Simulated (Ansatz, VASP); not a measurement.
CO2 in VASP and in Ansatz

```
C O
1.0
    10.30000    0.00000    0.00000
     0.00000   10.50000    0.00000
     0.00000    0.00000   10.70000
C O
1 2
Cartesian
  5.1500 5.2500 5.3500
  5.8249 5.9249 6.0249
  4.4751 4.5751 4.6751
```

Alike in both runs: task relaxation of the atoms; functional PBE; dispersion D3(BJ); k mesh 1 × 1 × 1; occupations gaussian, width 0.01 eV; no spin polarisation.

```csv
,VASP,Ansatz
version,VASP 6.6.1,Ansatz 0.2.0
potentials or method,"VASP PAW PBE potentials, release 64 (C, O), cutoff 520 eV","scalar-relativistic, plane waves, PAW"
valence electrons in the cell,16,16
```

|  | VASP | Ansatz | Ansatz less VASP |
| --- | --- | --- | --- |
| gap on the k mesh at the Fermi level, each at its own relaxed structure (eV) | 7.98 | 8.01 | +0.025 |

Noted on VASP's run: the standard files for N, O and F lose accuracy on very short bonds.
